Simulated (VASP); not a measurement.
# TaAl2 (Fm-3m) in VASP: further runs

TaAl2 is run at these levels: PBE; tasks: single point, relaxation of cell and atoms.

Everything below comes from runs of VASP 6.6.1. Logs are shortened: lines on timing, memory, paths and dates and some standing lists are left out, and cuts for length are marked.

## (1) The cell of the first run

Symmetry: Fm-3m, No. 225, cubic system. The conventional cell has a = 6.151 Å, b = 6.151 Å, c = 6.151 Å, α = 90.00°, β = 90.00°, γ = 90.00°. Within 3.5 Å of Ta (site symmetry m-3m) lie 8 Al at 2.66 Å. Within 3.5 Å of Al (site symmetry -43m) lie 4 Ta at 2.66 Å and 6 Al at 3.08 Å.

## (2) Single point, PBE

File INCAR:

```
SYSTEM = TaAl2
  ALGO = Normal
  EDIFF = 1E-7
  ENCUT = 520
  GGA = PE
  ISIF = 2
  ISMEAR = 0
  LASPH = .TRUE.
  LCHARG = .TRUE.
  LELF = .TRUE.
  LREAL = .FALSE.
  LVHAR = .TRUE.
  LWAVE = .FALSE.
  NBANDS = 16
  NELM = 60
  PREC = Accurate
  SIGMA = 0.1
```

File KPOINTS:

```
k-points
0
G
  6 6 6
  0 0 0
```

File POSCAR:

```
TaAl2
1.0
    0.0000000000      3.0754132800      3.0754132800
    3.0754132800      0.0000000000      3.0754132800
    3.0754132800      3.0754132800      0.0000000000
Ta Al
1 2
Direct
    0.0000000000      0.0000000000      0.0000000000
    0.7500000000      0.7500000000      0.7500000000
    0.2500000000      0.2500000000      0.2500000000
```

Potentials or basis: VASP PAW PBE potentials, release 64 (Ta_pv, Al).

Started as:

```sh
> cat potpaw_PBE.64/Ta_pv/POTCAR potpaw_PBE.64/Al/POTCAR > POTCAR
> mpirun -np 1 vasp_std > vasp.out
```

OUTCAR:

```text
SYSTEM = TaAl2
   EDIFF = 1E-7
   ENCUT = 520
   GGA = PE
   ISIF = 2
   ISMEAR = 0
   LASPH = .TRUE.
   LREAL = .FALSE.
   NELM = 60
   PREC = Accurate

 ion  position               nearest neighbor table
   1  0.000  0.000  0.000-   2 2.66   3 2.66   2 2.66   2 2.66   2 2.66   3 2.66   3 2.66   3 2.66

   2  0.750  0.750  0.750-   1 2.66   1 2.66   1 2.66   1 2.66   3 3.08   3 3.08   3 3.08   3 3.08
                             3 3.08   3 3.08
   3  0.250  0.250  0.250-   1 2.66   1 2.66   1 2.66   1 2.66   2 3.08   2 3.08   2 3.08   2 3.08
                             2 3.08   2 3.08

  LATTYP: Found a face centered cubic cell.
 ALAT       =     6.1508265600

  Lattice vectors:

 A1 = (   0.0000000000,   3.0754132800,   3.0754132800)
 A2 = (   3.0754132800,   0.0000000000,   3.0754132800)
 A3 = (   3.0754132800,   3.0754132800,   0.0000000000)

Analysis of symmetry for initial positions (statically):
=====================================================================
 Subroutine PRICEL returns:
 Original cell was already a primitive cell.

 Routine SETGRP: Setting up the symmetry group for a
 face centered cubic supercell.

 Subroutine GETGRP returns: Found 48 space group operations
 (whereof 48 operations were pure point group operations)
 out of a pool of 48 trial point group operations.

The static configuration has the point symmetry O_h .

Analysis of symmetry for dynamics (positions and initial velocities):
=====================================================================
 Subroutine PRICEL returns:
 Original cell was already a primitive cell.

 Routine SETGRP: Setting up the symmetry group for a
 face centered cubic supercell.

 Subroutine GETGRP returns: Found 48 space group operations
 (whereof 48 operations were pure point group operations)
 out of a pool of 48 trial point group operations.

The dynamic configuration has the point symmetry O_h .

 Subroutine INISYM returns: Found 48 space group operations
 (whereof 48 operations are pure point group operations),
 and found     1 'primitive' translations

----------------------------------------------------------------------------------------

                                     Primitive cell

  volume of cell :      58.1755

  direct lattice vectors                    reciprocal lattice vectors
     0.000000000  3.075413280  3.075413280    -0.162579775  0.162579775  0.162579775
     3.075413280  0.000000000  3.075413280     0.162579775 -0.162579775  0.162579775
     3.075413280  3.075413280  0.000000000     0.162579775  0.162579775 -0.162579775

  length of vectors
     4.349291170  4.349291170  4.349291170     0.281596431  0.281596431  0.281596431

  position of ions in fractional coordinates (direct lattice)
     0.000000000  0.000000000  0.000000000
     0.750000000  0.750000000  0.750000000
     0.250000000  0.250000000  0.250000000

  ion indices of the primitive-cell ions
   primitive index   ion index
                 1           1
                 2           2
                 3           3

----------------------------------------------------------------------------------------

 KPOINTS: k-points

Automatic generation of k-mesh.
 Grid dimensions read from file:
 generate k-points for:    6    6    6

 Generating k-lattice:

  Cartesian coordinates                     Fractional coordinates (reciprocal lattice)
    -0.027096629  0.027096629  0.027096629     0.166666667  0.000000000  0.000000000
     0.027096629 -0.027096629  0.027096629     0.000000000  0.166666667  0.000000000
     0.027096629  0.027096629 -0.027096629     0.000000000  0.000000000  0.166666667

  Length of vectors
     0.046932739  0.046932739  0.046932739

  Shift w.r.t. Gamma in fractional coordinates (k-lattice)
     0.000000000  0.000000000  0.000000000

 Subroutine IBZKPT returns following result:
 ===========================================

 Found     16 irreducible k-points:

 Following reciprocal coordinates:
            Coordinates               Weight
  0.000000  0.000000  0.000000      1.000000
  0.166667  0.000000  0.000000      8.000000
  0.333333  0.000000  0.000000      8.000000
  0.500000  0.000000  0.000000      4.000000
  0.166667  0.166667  0.000000      6.000000
  0.333333  0.166667  0.000000     24.000000
[... 8 lines left out ...]
 -0.333333  0.333333  0.166667     24.000000
 -0.333333  0.500000  0.166667     12.000000
   k-points           NKPTS =     16   k-points in BZ     NKDIM =     16   number of bands    NBANDS=     16
   number of dos      NEDOS =    301   number of ions     NIONS =      3
   total plane-waves  NPLWV =  32768
   dimension x,y,z NGX =    32 NGY =   32 NGZ =   32
   dimension x,y,z NGXF=    64 NGYF=   64 NGZF=   64
   ions per type =               1   2
   NGX,Y,Z   is equivalent  to a cutoff of  12.23, 12.23, 12.23 a.u.
   NGXF,Y,Z  is equivalent  to a cutoff of  24.46, 24.46, 24.46 a.u.
 SYSTEM =  TaAl2
   PREC   = accura    normal or accurate (medium, high low for compatibility)
   ISTART =      0    job   : 0-new  1-cont  2-samecut
   ICHARG =      2    charge: 1-file 2-atom 10-const
   ISPIN  =      1    spin polarized calculation?
   LNONCOLLINEAR =      F non collinear calculations
   LSORBIT =      F    spin-orbit coupling
   LASPH  =      T    aspherical Exc in radial PAW
   ENCUT  =  520.0 eV  38.22 Ry    6.18 a.u.   8.09  8.09  8.09*2*pi/ulx,y,z
   NELM   =     60;   NELMIN=  2; NELMDL= -5     # of ELM steps
   EDIFF  = 0.1E-06   stopping-criterion for ELM
   LREAL  =      F    real-space projection
   EDIFFG = 0.1E-05   stopping-criterion for IOM
   NSW    =      0    number of steps for IOM
   IBRION =     -1    ionic relax: 0-MD 1-quasi-New 2-CG
   NFREE  =      0    steps in history (QN), initial steepest desc. (CG)
   ISIF   =      2    stress and relaxation
   ISYM   =      2    0-nonsym 1-usesym 2-fastsym
   POTIM  = 0.5000    time-step for ionic-motion
   TEBEG  =    0.0;   TEEND  =   0.0 temperature during run
   PSTRESS=    0.0 pullay stress
   NELECT =      17.0000    total number of electrons
   NUPDOWN=      -1.0000    fix difference up-down
   EMIN   =  10.00;   EMAX   =-10.00  energy-range for DOS
   EFERMI =   0.00;   METHOD = LEGACY
   ISMEAR =     0;   SIGMA  =   0.10  broadening in eV -4-tet -1-fermi 0-gaus
   EFERMI_NEDOS =   21; number of points for ismear=-14 and -15
   IALGO  =     38    algorithm
   IMIX   =      4    mixing-type and parameters
     AMIX     =   0.40;   BMIX     =  1.00
     AMIX_MAG =   1.60;   BMIX_MAG =  1.00
  volume/ion in A,a.u.               =      19.39       130.86
  Fermi-wavevector in a.u.,A,eV,Ry     =   1.086370  2.052941 16.057585  1.180199
  Thomas-Fermi vector in A             =   2.222505
   LORBIT       =      0    0 simple, 1 ext, 2 COOP (PROOUT), +10 PAW based schemes
   GGA     = PE    functional components
   LHFCALC =     F    Hartree Fock is set to
   AEXX    =    0.0000 exact exchange contribution
   IVDW    =     0    specifies the selected vdW correction
   LEPSILON=     F    determine dielectric tensor
   LRPA    =     F    only Hartree local field effects (RPA)
 non-spin polarized calculation
 Gauss-broadening in eV      SIGMA  =   0.10
  energy-cutoff  :      520.00
  volume of cell :       58.18
 maximum number of plane-waves:      1588
   NGX = 17   NGY = 17   NGZ = 17

 number of electron      17.0000003 magnetization

 Free energy of the ion-electron system (eV)
  ---------------------------------------------------
  ext. energy  EPLUGINS =         0.00000000
  ---------------------------------------------------
  free energy    TOTEN  =       -17.62012342 eV

  energy without entropy =      -17.60477775  energy(sigma->0) =      -17.61245059

 E-fermi :   5.5004     XC(G=0): -10.3176

 val. band max:        5.4751044221   @ k =   0.0000   0.0000   0.0000
 cond. band min:       5.5352510344   @ k =  -0.3333   0.5000   0.1667
 fundamental gap:      0.0601466123
 Fermi energy:         5.5004150744

 k-point     1 :       0.0000    0.0000    0.0000
  band No.  band energies     occupation
      1     -28.8204      2.00000
      2     -28.8204      2.00000
      3     -28.8204      2.00000
      4      -3.5924      2.00000
      5       2.9468      2.00000
      6       2.9468      2.00000
[... 8 lines left out ...]
     15      11.5083      0.00000
     16      11.5083      0.00000

 k-point     2 :       0.1667    0.0000    0.0000
  band No.  band energies     occupation
      1     -28.8256      2.00000
      2     -28.8212      2.00000
      3     -28.8212      2.00000
      4      -3.2229      2.00000
      5       2.3176      2.00000
      6       3.1188      2.00000
[... 8 lines left out ...]
     15      11.7018      0.00000
     16      11.7018      0.00000

 k-point     3 :       0.3333    0.0000    0.0000
  band No.  band energies     occupation
      1     -28.8359      2.00000
      2     -28.8229      2.00000
      3     -28.8229      2.00000
      4      -2.2089      2.00000
      5       1.1399      2.00000
      6       3.3786      2.00000
[... 8 lines left out ...]
     15      12.8754      0.00000
     16      12.8754      0.00000

 k-point     4 :       0.5000    0.0000    0.0000
  band No.  band energies     occupation
      1     -28.8410      2.00000
      2     -28.8237      2.00000
      3     -28.8237      2.00000
      4      -1.2360      2.00000
      5       0.1776      2.00000
      6       3.4244      2.00000
[... 8 lines left out ...]
     15      13.4026      0.00000
     16      13.4392      0.00000
[... 172 lines left out ...]
 k-point    14 :       0.5000    0.3333    0.1667
  band No.  band energies     occupation
      1     -28.8361      2.00000
      2     -28.8291      2.00000
      3     -28.8253      2.00000
      4      -1.2802      2.00000
      5       1.0783      2.00000
      6       2.7138      2.00000
[... 8 lines left out ...]
     15      13.2120      0.00000
     16      13.3917      0.00000

 k-point    15 :      -0.3333    0.3333    0.1667
  band No.  band energies     occupation
      1     -28.8367      2.00000
      2     -28.8318      2.00000
      3     -28.8265      2.00000
      4      -0.1992      2.00000
      5       0.4751      2.00000
      6       2.4084      2.00000
[... 8 lines left out ...]
     15      13.3222      0.00000
     16      13.4516      0.00000

 k-point    16 :      -0.3333    0.5000    0.1667
  band No.  band energies     occupation
      1     -28.8377      2.00000
      2     -28.8313      2.00000
      3     -28.8282      2.00000
      4       0.4809      2.00000
      5       0.8149      2.00000
      6       1.1613      2.00000
[... 8 lines left out ...]
     15      12.4036      0.00000
     16      14.2587      0.00000

------------------------ aborting loop because EDIFF is reached ----------------------------------------

  FORCE on cell =-STRESS in cart. coord.  units (eV):
  Direction    XX          YY          ZZ          XY          YZ          ZX
  --------------------------------------------------------------------------------------
  -------------------------------------------------------------------------------------
  Total        1.9476690      1.9476690      1.9476690      0.0000000      0.0000000      0.0000000
  in kB       53.6395704     53.6395704     53.6395704      0.0000000      0.0000000      0.0000000
  external PRESSURE =      53.6395704 kB  Pullay stress =       0.0000000 kB

 VOLUME and BASIS-vectors are now :
 -----------------------------------------------------------------------------
  energy-cutoff  :      520.00
  volume of cell :       58.18
      direct lattice vectors                 reciprocal lattice vectors
     0.000000000  3.075413280  3.075413280    -0.162579775  0.162579775  0.162579775
     3.075413280  0.000000000  3.075413280     0.162579775 -0.162579775  0.162579775
     3.075413280  3.075413280  0.000000000     0.162579775  0.162579775 -0.162579775

 POSITION                                       TOTAL-FORCE (eV/Angst)
 -----------------------------------------------------------------------------------
      0.00000      0.00000      0.00000        -0.000000     -0.000000     -0.000000
      4.61312      4.61312      4.61312        -0.000000     -0.000000     -0.000000
      1.53771      1.53771      1.53771         0.000000      0.000000      0.000000
 -----------------------------------------------------------------------------------
    total drift:                                0.000000     -0.000000      0.000000

  FREE ENERGIE OF THE ION-ELECTRON SYSTEM (eV)
  ---------------------------------------------------
  free  energy   TOTEN  =       -17.6201234175 eV

  energy  without entropy=      -17.6047777530  energy(sigma->0) =      -17.61245059
```

Run time: 27 s. Hardware: 1 thread of Intel Xeon 8259CL, shared host; peak memory 0.18 GiB.

Results:

```yaml
Free_energy: -17.6201 eV
Pressure: 5.4 GPa
```

Levels at points of the mesh, in eV from the Fermi level:
| k point | band 5 | band 6 | band 7 | band 8 | band 9 | band 10 | band 11 | band 12 |
| --- | --- | --- | --- | --- | --- | --- | --- | --- |
| (0.00, 0.00, 0.00) | -2.55 | -2.55 | -2.55 | -0.03 | -0.03 | 1.97 | 4.72 | 4.72 |
| (0.50, 0.00, 0.00) | -5.32 | -2.08 | -2.08 | -0.52 | 0.63 | 0.63 | 1.56 | 1.56 |
| (0.50, 0.50, 0.00) | -4.82 | -4.46 | -0.96 | -0.96 | -0.49 | 0.20 | 0.20 | 1.21 |

Caveat: spin-orbit coupling is left out, which moves the levels of the heavy elements.

## (3) Single point, PBE

This run uses another cell than the first one, of 20.51 Å³/atom, 1.057 times its volume.

File INCAR:

```
SYSTEM = TaAl2
  PREC = Accurate
  ENCUT = 520
  EDIFF = 1E-6
  ISMEAR = 0
  SIGMA = 0.1
  LREAL = .False.
  LASPH = .True.
  NELM = 60
  ALGO = Fast
  ISIF = 2
  LWAVE = .False.
  LCHARG = .False.
  GGA = PE
  NBANDS = 16
```

File KPOINTS:

```
Automatic mesh
0
Gamma
  6 6 6
  0 0 0
```

File POSCAR:

```
TaAl2
1.0
    0.0000000000      3.1332231507      3.1332231507
    3.1332231507      0.0000000000      3.1332231507
    3.1332231507      3.1332231507      0.0000000000
Ta Al
1 2
Direct
    0.0000000000      0.0000000000      0.0000000000
    0.7500000000      0.7500000000      0.7500000000
    0.2500000000      0.2500000000      0.2500000000
```

Potentials or basis: VASP PAW PBE potentials, release 64 (Ta_pv, Al).

Started as:

```sh
> cat potpaw_PBE.64/Ta_pv/POTCAR potpaw_PBE.64/Al/POTCAR > POTCAR
> mpirun -np 1 vasp_std > vasp.out
```

Wall time 64 s (1 thread of Intel Xeon 8259CL, shared host); peak memory 0.2 GiB.

It converged, with:

```
Free energy : -17.6718 eV
Pressure    : -0.2 GPa
```

Levels at points of the mesh, in eV from the Fermi level:
```csv
k point,band 5,band 6,band 7,band 8,band 9,band 10,band 11,band 12
"(0.00, 0.00, 0.00)",-2.42,-2.42,-2.42,0.03,0.03,1.58,4.57,4.57
"(0.50, 0.00, 0.00)",-5.22,-1.95,-1.95,-0.57,0.62,0.62,1.45,1.45
"(0.50, 0.50, 0.00)",-4.64,-4.34,-0.96,-0.96,-0.48,0.18,0.18,1.15
```

Caveat: spin-orbit coupling is left out, which moves the levels of the heavy elements.

## (4) Relaxation of cell and atoms, PBE

File INCAR:

```
SYSTEM = TaAl2
  PREC = Accurate
  ENCUT = 600
  EDIFF = 1E-6
  ISMEAR = 0
  SIGMA = 0.1
  LREAL = .False.
  LASPH = .True.
  NELM = 80
  ALGO = Normal
  ISIF = 3
  LWAVE = .False.
  LCHARG = .False.
  GGA = PE
  IBRION = 2
  NSW = 90
  EDIFFG = -0.04
```

KPOINTS is that of step 3.

File POSCAR:

```
TaAl2
1.0
    0.0000000000      3.0754132800      3.0754132800
    3.0754132800      0.0000000000      3.0754132800
    3.0754132800      3.0754132800      0.0000000000
Ta Al
1 2
Direct
    0.0000000000      0.0000000000      0.0000000000
    0.7500000000      0.7500000000      0.7500000000
    0.2500000000      0.2500000000      0.2500000000
```

Started as:

```sh
> cat potpaw_PBE.64/Ta_pv/POTCAR potpaw_PBE.64/Al/POTCAR > POTCAR
> mpirun -np 1 vasp_std > vasp.out
```

Wall time 81 s (1 thread of Intel Xeon 8259CL, shared host); peak memory 0.22 GiB.

Results (log left out):

- Free energy: -17.6720 eV
- Relaxed volume: 20.47 Å³/atom
- Relaxed cell: a = 4.428 Å, b = 4.428 Å, c = 4.428 Å, α = 60.00°, β = 60.00°, γ = 60.00°
- Space group after relaxing (to 0.05 Å): Fm-3m (No. 225)
- Energy gained by relaxing: 17.2 meV/atom
- Ionic steps: 3
- Pressure after relaxing: 0.0 GPa

Step by step:
```
step  energy change (eV)  largest force (eV/Å)  pressure (GPa)  volume (Å³)
   1              0.0000                0.0000            5.38        58.18
   2             -0.0260                0.0000           -3.23        63.83
   3             -0.0515                0.0000           -0.01        61.40
```

Final structure:
```yaml
crystal:
  lattice:
    - [0.00000, 3.13114, 3.13114]
    - [3.13114, 0.00000, 3.13114]
    - [3.13114, 3.13114, 0.00000]
  atoms:
    - { symbol: Ta, position: [0.00000, 0.00000, 0.00000] }
    - { symbol: Al, position: [0.75000, 0.75000, 0.75000] }
    - { symbol: Al, position: [0.25000, 0.25000, 0.25000] }
```

Levels at points of the mesh, in eV from the Fermi level:
```tsv
k point	band 4	band 5	band 6	band 7	band 8	band 9	band 10	band 11	band 12
(0.00, 0.00, 0.00)	-8.84	-2.43	-2.43	-2.43	0.02	0.02	1.60	4.58	4.58
(0.50, 0.00, 0.00)	-6.57	-5.23	-1.95	-1.95	-0.57	0.62	0.62	1.45	1.45
(0.50, 0.50, 0.00)	-5.10	-4.65	-4.35	-0.96	-0.96	-0.48	0.18	0.18	1.15
```

Caveat: spin-orbit coupling is left out, which moves the levels of the heavy elements.

## (5) Summary

```tsv
task	cell	cutoff (eV)	gap on the mesh (eV)	pressure (GPa)
single point	a = 4.349 Å, angles 60.0°, 3 atoms	520	none	5.4
single point	a = 4.431 Å, angles 60.0°, 3 atoms	520	none	-0.2
relaxation of cell and atoms	relaxed from a = 4.349 Å, angles 60.0°, 3 atoms	600	none	0.0
```

Alike in all rows: level PBE; potentials or basis VASP PAW PBE potentials, release 64 (Ta_pv, Al); no spin polarisation; k mesh 6 × 6 × 6; smearing gaussian 0.1 eV.

Caveats: spin-orbit coupling is left out, which moves the levels of the heavy elements.

Absolute energies hang on the potentials; compare differences alone.
